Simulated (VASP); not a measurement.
Set up this calculation in VASP 6.6.1, as the native input.

```
Task                   : single point
Functional             : PBEsol
Potentials or basis    : VASP PAW PBE potentials, release 64 (W_sv, C_h)
Cutoff                 : 910 eV
k mesh                 : 10 × 10 × 10
Occupations            : fermi-dirac, width 0.05 eV
Spin                   : no spin polarisation
Hubbard terms          : W d U = 6.0 eV
Dipole correction      : no
Second run             : hard_potentials
Further INCAR settings : ALGO = Normal; EDIFF = 1e-06; NBANDS = 16
```

The structure of WC lies in POSCAR:

```
WC
1.0
    0.0000000000      2.1741741646      2.1741741646
    2.1741741646      0.0000000000      2.1741741646
    2.1741741646      2.1741741646      0.0000000000
W C
1 1
Direct
    0.0000000000      0.0000000000      0.0000000000
    0.5000000000      0.5000000000      0.5000000000
```

The input as run:

INCAR

```
SYSTEM = WC
  PREC = Accurate
  ENCUT = 910
  EDIFF = 1E-6
  ISMEAR = -1
  SIGMA = 0.05
  LREAL = .FALSE.
  LASPH = .TRUE.
  NELM = 200
  ALGO = Normal
  ISIF = 2
  LWAVE = .FALSE.
  LCHARG = .TRUE.
  LMAXMIX = 4
  LDAU = .TRUE.
  LDAUTYPE = 2
  LDAUL = 2 -1
  LDAUU = 6 0
  LDAUJ = 0 0
  LDAUPRINT = 1
  GGA = PS
  LELF = .TRUE.
  LVHAR = .TRUE.
  NBANDS = 16
  GGA_COMPAT = .FALSE.
```

KPOINTS

```
Automatic mesh
0
G
  10 10 10
  0 0 0
```

Potentials or basis: VASP PAW PBE potentials, release 64 (W_sv, C_h).

Launch:

```console
$ cat potpaw_PBE.64/W_sv/POTCAR potpaw_PBE.64/C_h/POTCAR > POTCAR
$ mpirun -np 1 vasp_std > vasp.out
```

It gave:

```json
{
 "Pressure": "12.4 GPa",
 "Band gap on the k mesh": "zero (band 9 reaches 14.77 eV, above the bottom of band 10 at 11.36 eV)"
}
```

Caveat: the cutoff is under 1.25 times the usual one of these potentials, so pressure, stress and relaxed cells hold a basis-set (Pulay) error; the PAW data sets were made with another functional, which shifts forces and pressure a little; spin-orbit coupling is left out, which moves the levels of the heavy elements; U without spin polarisation on a metal has little footing; the U is typed as a test and isn't derived for this compound.

Run time: 31 s on 1 thread of Intel(R) Xeon(R) Platinum 8375C CPU @ 2.90GHz (Ice Lake), with other jobs on the host, peak memory 0.19 GiB.
